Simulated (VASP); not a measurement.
# Nb (Fm-3m) in VASP: a series of runs

The runs below take Nb through electric field gradients, with LDA.

All numbers are computed with VASP 6.6.1; they aren't measurements. Logs are shortened: lines on timing, memory, paths and dates and some standing lists are left out, and cuts for length are marked.

## 1. The cell of the first run

Symmetry: Fm-3m, No. 225, cubic system. The conventional cell has a = 4.144 Å, b = 4.144 Å, c = 4.144 Å, α = 90.00°, β = 90.00°, γ = 90.00°. Nb (site symmetry m-3m) has 12 Nb at 2.93 Å within 3.9 Å.

## 2. Electric field gradients, LDA (volume scaled by 0.94)

INCAR

```
SYSTEM = Nb
PREC = Accurate ; ENCUT = 520
EDIFF = 1E-8 ; ISMEAR = -1
SIGMA = 0.03 ; LREAL = .FALSE.
LASPH = .TRUE. ; NELM = 60
ALGO = Normal ; ISIF = 2
LWAVE = .FALSE. ; LCHARG = .FALSE.
GGA = CA ; LEFG = .TRUE.
NBANDS = 12
```

KPOINTS

```
Automatic mesh
0
G
  13 13 13
  0 0 0
```

POSCAR

```
Nb
1.0
    0.0000000000      2.0718246199      2.0718246199
    2.0718246199      0.0000000000      2.0718246199
    2.0718246199      2.0718246199      0.0000000000
Nb
1
Direct
    0.0000000000      0.0000000000      0.0000000000
```

Potentials or basis: VASP PAW LDA potentials, release 64 (Nb_sv).

Launch:

```bash
cat potpaw_LDA.64/Nb_sv/POTCAR > POTCAR
mpirun -np 1 vasp_std > vasp.out
```

OUTCAR:

```text
SYSTEM = Nb
   PREC = Accurate
   ENCUT = 520
   EDIFF = 1E-8
   ISMEAR = -1
   LREAL = .FALSE.
   LASPH = .TRUE.
   NELM = 60
   ISIF = 2
   GGA = CA

 ion  position               nearest neighbor table
   1  0.000  0.000  0.000-

  LATTYP: Found a face centered cubic cell.
 ALAT       =     4.1436492398

  Lattice vectors:

 A1 = (   0.0000000000,   2.0718246199,   2.0718246199)
 A2 = (   2.0718246199,   0.0000000000,   2.0718246199)
 A3 = (   2.0718246199,   2.0718246199,   0.0000000000)

Analysis of symmetry for initial positions (statically):
=====================================================================
 Subroutine PRICEL returns:
 Original cell was already a primitive cell.

 Routine SETGRP: Setting up the symmetry group for a
 face centered cubic supercell.

 Subroutine GETGRP returns: Found 48 space group operations
 (whereof 48 operations were pure point group operations)
 out of a pool of 48 trial point group operations.

The static configuration has the point symmetry O_h .

Analysis of symmetry for dynamics (positions and initial velocities):
=====================================================================
 Subroutine PRICEL returns:
 Original cell was already a primitive cell.

 Routine SETGRP: Setting up the symmetry group for a
 face centered cubic supercell.

 Subroutine GETGRP returns: Found 48 space group operations
 (whereof 48 operations were pure point group operations)
 out of a pool of 48 trial point group operations.

The dynamic configuration has the point symmetry O_h .

 Subroutine INISYM returns: Found 48 space group operations
 (whereof 48 operations are pure point group operations),
 and found     1 'primitive' translations

----------------------------------------------------------------------------------------

                                     Primitive cell

  volume of cell :      17.7864

  direct lattice vectors                    reciprocal lattice vectors
     0.000000000  2.071824620  2.071824620    -0.241333168  0.241333168  0.241333168
     2.071824620  0.000000000  2.071824620     0.241333168 -0.241333168  0.241333168
     2.071824620  2.071824620  0.000000000     0.241333168  0.241333168 -0.241333168

  length of vectors
[... 121 lines left out ...]
  ---------------------------------------------------
  ext. energy  EPLUGINS =         0.00000000
  ---------------------------------------------------
  free energy    TOTEN  =       -10.88839096 eV

  energy without entropy =      -10.88311094  energy(sigma->0) =      -10.88575095

 E-fermi :  11.5243     XC(G=0): -12.7827

 val. band max:       11.4851085143   @ k =  -0.3077   0.4615   0.1538
 cond. band min:      11.5298528714   @ k =  -0.4615   0.2308   0.0000
 fundamental gap:      0.0447443571
 Fermi energy:        11.5243160345

 k-point     1 :       0.0000    0.0000    0.0000
  band No.  band energies     occupation
      1     -42.9002      2.00000
      2     -18.3316      2.00000
      3     -18.3316      2.00000
      4     -18.3316      2.00000
      5       5.2125      2.00000
      6      11.5780      0.28593
      7      11.5780      0.28593
      8      11.5780      0.28593
      9      14.3525      0.00000
     10      14.3525      0.00000
     11      23.4648      0.00000
     12      28.4101      0.00000
[... 331 lines left out ...]
 k-point    24 :       0.4615    0.1538    0.0000
  band No.  band energies     occupation
      1     -42.6475      2.00000
      2     -19.5836      2.00000
      3     -18.6780      2.00000
      4     -18.5905      2.00000
      5       8.1739      2.00000
      6      10.4202      2.00000
      7      11.5665      0.39420
      8      12.2508      0.00000
      9      16.5907      0.00000
     10      17.0490      0.00000
     11      22.8910      0.00000
     12      25.4003      0.00000

 [... further k-points ...]
[... 5 lines left out ...]
  --------------------------------------------------------------------------------------
  -------------------------------------------------------------------------------------
  Total       -0.0281308     -0.0281308     -0.0281308      0.0000000     -0.0000000      0.0000000
  in kB       -2.5339793     -2.5339793     -2.5339793      0.0000000     -0.0000000      0.0000000
  external PRESSURE =      -2.5339793 kB  Pullay stress =       0.0000000 kB

 VOLUME and BASIS-vectors are now :
 -----------------------------------------------------------------------------
  energy-cutoff  :      520.00
  volume of cell :       17.79
      direct lattice vectors                 reciprocal lattice vectors
     0.000000000  2.071824620  2.071824620    -0.241333168  0.241333168  0.241333168
     2.071824620  0.000000000  2.071824620     0.241333168 -0.241333168  0.241333168
     2.071824620  2.071824620  0.000000000     0.241333168  0.241333168 -0.241333168

 POSITION                                       TOTAL-FORCE (eV/Angst)
 -----------------------------------------------------------------------------------
      0.00000      0.00000      0.00000        -0.000000      0.000000      0.000000
 -----------------------------------------------------------------------------------
    total drift:                                0.000000      0.000000     -0.000000

  FREE ENERGIE OF THE ION-ELECTRON SYSTEM (eV)
  ---------------------------------------------------
  free  energy   TOTEN  =       -10.8883909564 eV

  energy  without entropy=      -10.8831109404  energy(sigma->0) =      -10.88575095

 Electric field gradients (V/A^2)
---------------------------------------------------------------------
 ion       V_xx      V_yy      V_zz      V_xy      V_xz      V_yz
---------------------------------------------------------------------
   1      -0.000     0.000    -0.000    -0.000    -0.000    -0.000
---------------------------------------------------------------------

 Electric field gradients after diagonalization (V/A^2)
 (convention: |V_zz| > |V_xx| > |V_yy|)
----------------------------------------------------------------------
 ion       V_xx      V_yy      V_zz     asymmetry (V_yy - V_xx)/ V_zz
----------------------------------------------------------------------
   1       0.000     0.000    -0.000       0.000
----------------------------------------------------------------------

           NMR quadrupolar parameters

 Cq : quadrupolar parameter    Cq=e*Q*V_zz/h
 eta: asymmetry parameters     (V_yy - V_xx)/ V_zz
 Q  : nuclear electric quadrupole moment in mb (millibarn)
----------------------------------------------------------------------
 ion       Cq(MHz)       eta       Q (mb)
----------------------------------------------------------------------
   1      -0.000       0.000       1.000
----------------------------------------------------------------------
```

OSZICAR:

```text
N       E                     dE             d eps       ncg     rms          rms(c)
DAV:   1     0.118975704862E+03    0.11898E+03   -0.71737E+03  2024   0.109E+03
DAV:   2    -0.610894735202E+01   -0.12508E+03   -0.12053E+03  2160   0.405E+02
DAV:   3    -0.109844120117E+02   -0.48755E+01   -0.46427E+01  2964   0.710E+01
DAV:   4    -0.113422299615E+02   -0.35782E+00   -0.35419E+00  2968   0.163E+01
DAV:   5    -0.113553485997E+02   -0.13119E-01   -0.13108E-01  3016   0.285E+00    0.708E+00
DAV:   6    -0.109401789965E+02    0.41517E+00   -0.62036E-01  3272   0.102E+01    0.253E+00
DAV:   7    -0.108856757030E+02    0.54503E-01   -0.18381E-01  3312   0.538E+00    0.913E-01
DAV:   8    -0.108883133567E+02   -0.26377E-02   -0.11935E-02  2420   0.139E+00    0.398E-02
DAV:   9    -0.108883815262E+02   -0.68170E-04   -0.79903E-04  3352   0.301E-01    0.289E-02
DAV:  10    -0.108883896357E+02   -0.81095E-05   -0.16259E-05  2480   0.409E-02    0.198E-02
DAV:  11    -0.108883909158E+02   -0.12802E-05   -0.13205E-05  2632   0.614E-02    0.197E-03
DAV:  12    -0.108883909670E+02   -0.51144E-07   -0.89118E-07  2776   0.817E-03    0.126E-03
DAV:  13    -0.108883909555E+02    0.11443E-07   -0.41712E-08  3056   0.197E-03    0.234E-04
DAV:  14    -0.108883909564E+02   -0.86629E-09   -0.25466E-09  1548   0.531E-04
   1 F= -.10888391E+02 E0= -.10885751E+02  d E =-.528002E-02
```

stdout:

```text
POSCAR found type information on POSCAR Nb
 POSCAR found :  1 types and       1 ions
 scaLAPACK will be used
 LDA part: xc-table for (Slater(with rela. corr.)+CA(PZ))
 , standard interpolation
 POSCAR, INCAR and KPOINTS ok, starting setup
 FFT: planning ... GRIDC
 FFT: planning ... GRID_SOFT
 FFT: planning ... GRID
 WAVECAR not read
 entering main loop
ion   1
```

It took 8 s on 1 thread of Intel Xeon 6975P-C (Granite Rapids), shared host; peak memory 0.13 GiB.

What came out:

* Free energy: -10.8884 eV
* Pressure: -0.3 GPa

Caveat: without QUAD_EFG the Cq values of the log hold for a quadrupole moment of 1 mb, not for the nuclei.

## 3. Electric field gradients, LDA (volume scaled by 0.94)

INCAR

```
SYSTEM = Nb
ALGO = Normal
EDIFF = 1E-8
ENCUT = 520
ISIF = 2
ISMEAR = -1
LASPH = .TRUE.
LCHARG = .FALSE.
LEFG = .TRUE.
LREAL = .FALSE.
LWAVE = .FALSE.
NBANDS = 12
NELM = 60
PREC = Accurate
SIGMA = 0.03
```

KPOINTS

```
k-points
0
G
  13 13 13
  0 0 0
```

POSCAR is that of step 2.

Potentials or basis: VASP PAW LDA potentials, release 64 (Nb_sv).

Launch:

```bash
cat potpaw_LDA.64/Nb_sv/POTCAR > POTCAR
mpirun -np 1 vasp_std > vasp.out
```

OUTCAR:

```text
SYSTEM = Nb
   EDIFF = 1E-8
   ENCUT = 520
   ISIF = 2
   ISMEAR = -1
   LASPH = .TRUE.
   LREAL = .FALSE.
   NELM = 60
   PREC = Accurate

 ion  position               nearest neighbor table
   1  0.000  0.000  0.000-

  LATTYP: Found a face centered cubic cell.
 ALAT       =     4.1436492398

  Lattice vectors:

 A1 = (   0.0000000000,   2.0718246199,   2.0718246199)
 A2 = (   2.0718246199,   0.0000000000,   2.0718246199)
 A3 = (   2.0718246199,   2.0718246199,   0.0000000000)

Analysis of symmetry for initial positions (statically):
=====================================================================
 Subroutine PRICEL returns:
 Original cell was already a primitive cell.

 Routine SETGRP: Setting up the symmetry group for a
 face centered cubic supercell.

 Subroutine GETGRP returns: Found 48 space group operations
 (whereof 48 operations were pure point group operations)
 out of a pool of 48 trial point group operations.

The static configuration has the point symmetry O_h .

Analysis of symmetry for dynamics (positions and initial velocities):
=====================================================================
 Subroutine PRICEL returns:
 Original cell was already a primitive cell.

 Routine SETGRP: Setting up the symmetry group for a
 face centered cubic supercell.

 Subroutine GETGRP returns: Found 48 space group operations
 (whereof 48 operations were pure point group operations)
 out of a pool of 48 trial point group operations.

The dynamic configuration has the point symmetry O_h .

[... 151 lines left out ...]
 k-point     1 :       0.0000    0.0000    0.0000
  band No.  band energies     occupation
      1     -42.9002      2.00000
      2     -18.3316      2.00000
      3     -18.3316      2.00000
      4     -18.3316      2.00000
      5       5.2125      2.00000
      6      11.5780      0.28593
      7      11.5780      0.28593
      8      11.5780      0.28593
      9      14.3525      0.00000
     10      14.3525      0.00000
     11      23.4648      0.00000
     12      28.4101      0.00000
[... 331 lines left out ...]
 k-point    24 :       0.4615    0.1538    0.0000
  band No.  band energies     occupation
      1     -42.6475      2.00000
      2     -19.5836      2.00000
      3     -18.6780      2.00000
      4     -18.5905      2.00000
      5       8.1739      2.00000
      6      10.4202      2.00000
      7      11.5665      0.39420
      8      12.2508      0.00000
      9      16.5907      0.00000
     10      17.0490      0.00000
     11      22.8910      0.00000
     12      25.4003      0.00000

 [... further k-points ...]
[... 5 lines left out ...]
  --------------------------------------------------------------------------------------
  -------------------------------------------------------------------------------------
  Total       -0.0281308     -0.0281308     -0.0281308      0.0000000     -0.0000000      0.0000000
  in kB       -2.5339793     -2.5339793     -2.5339793      0.0000000     -0.0000000      0.0000000
  external PRESSURE =      -2.5339793 kB  Pullay stress =       0.0000000 kB

 VOLUME and BASIS-vectors are now :
 -----------------------------------------------------------------------------
  energy-cutoff  :      520.00
  volume of cell :       17.79
      direct lattice vectors                 reciprocal lattice vectors
     0.000000000  2.071824620  2.071824620    -0.241333168  0.241333168  0.241333168
     2.071824620  0.000000000  2.071824620     0.241333168 -0.241333168  0.241333168
     2.071824620  2.071824620  0.000000000     0.241333168  0.241333168 -0.241333168

 POSITION                                       TOTAL-FORCE (eV/Angst)
 -----------------------------------------------------------------------------------
      0.00000      0.00000      0.00000        -0.000000      0.000000      0.000000
 -----------------------------------------------------------------------------------
    total drift:                                0.000000      0.000000     -0.000000

  FREE ENERGIE OF THE ION-ELECTRON SYSTEM (eV)
  ---------------------------------------------------
  free  energy   TOTEN  =       -10.8883909564 eV

  energy  without entropy=      -10.8831109404  energy(sigma->0) =      -10.88575095

 Electric field gradients (V/A^2)
---------------------------------------------------------------------
 ion       V_xx      V_yy      V_zz      V_xy      V_xz      V_yz
---------------------------------------------------------------------
   1      -0.000     0.000    -0.000    -0.000    -0.000    -0.000
---------------------------------------------------------------------

 Electric field gradients after diagonalization (V/A^2)
 (convention: |V_zz| > |V_xx| > |V_yy|)
----------------------------------------------------------------------
 ion       V_xx      V_yy      V_zz     asymmetry (V_yy - V_xx)/ V_zz
----------------------------------------------------------------------
   1       0.000     0.000    -0.000       0.000
----------------------------------------------------------------------

           NMR quadrupolar parameters

 Cq : quadrupolar parameter    Cq=e*Q*V_zz/h
 eta: asymmetry parameters     (V_yy - V_xx)/ V_zz
 Q  : nuclear electric quadrupole moment in mb (millibarn)
----------------------------------------------------------------------
 ion       Cq(MHz)       eta       Q (mb)
----------------------------------------------------------------------
   1      -0.000       0.000       1.000
----------------------------------------------------------------------
```

OSZICAR:

```text
N       E                     dE             d eps       ncg     rms          rms(c)
DAV:   1     0.118975704862E+03    0.11898E+03   -0.71737E+03  2024   0.109E+03
DAV:   2    -0.610894735202E+01   -0.12508E+03   -0.12053E+03  2160   0.405E+02
DAV:   3    -0.109844120117E+02   -0.48755E+01   -0.46427E+01  2964   0.710E+01
DAV:   4    -0.113422299615E+02   -0.35782E+00   -0.35419E+00  2968   0.163E+01
DAV:   5    -0.113553485997E+02   -0.13119E-01   -0.13108E-01  3016   0.285E+00    0.708E+00
DAV:   6    -0.109401789965E+02    0.41517E+00   -0.62036E-01  3272   0.102E+01    0.253E+00
DAV:   7    -0.108856757030E+02    0.54503E-01   -0.18381E-01  3312   0.538E+00    0.913E-01
DAV:   8    -0.108883133567E+02   -0.26377E-02   -0.11935E-02  2420   0.139E+00    0.398E-02
DAV:   9    -0.108883815262E+02   -0.68170E-04   -0.79903E-04  3352   0.301E-01    0.289E-02
DAV:  10    -0.108883896357E+02   -0.81095E-05   -0.16259E-05  2480   0.409E-02    0.198E-02
DAV:  11    -0.108883909158E+02   -0.12802E-05   -0.13205E-05  2632   0.614E-02    0.197E-03
DAV:  12    -0.108883909670E+02   -0.51144E-07   -0.89118E-07  2776   0.817E-03    0.126E-03
DAV:  13    -0.108883909555E+02    0.11443E-07   -0.41712E-08  3056   0.197E-03    0.234E-04
DAV:  14    -0.108883909564E+02   -0.86629E-09   -0.25466E-09  1548   0.531E-04
   1 F= -.10888391E+02 E0= -.10885751E+02  d E =-.528002E-02
```

stdout:

```text
POSCAR found type information on POSCAR Nb
 POSCAR found :  1 types and       1 ions
 scaLAPACK will be used
 LDA part: xc-table for (Slater(with rela. corr.)+CA(PZ))
 , standard interpolation
 POSCAR, INCAR and KPOINTS ok, starting setup
 FFT: planning ... GRIDC
 FFT: planning ... GRID_SOFT
 FFT: planning ... GRID
 WAVECAR not read
 entering main loop
ion   1
```

Run time: 8 s. Hardware: 1 thread of Intel Xeon 6975P-C (Granite Rapids), shared host; peak memory 0.13 GiB.

What came out:

```yaml
Free_energy: -10.8884 eV
Pressure: -0.3 GPa
```

Caveat: without QUAD_EFG the Cq values of the log hold for a quadrupole moment of 1 mb, not for the nuclei.

(Part 1 of 2 ends here.)
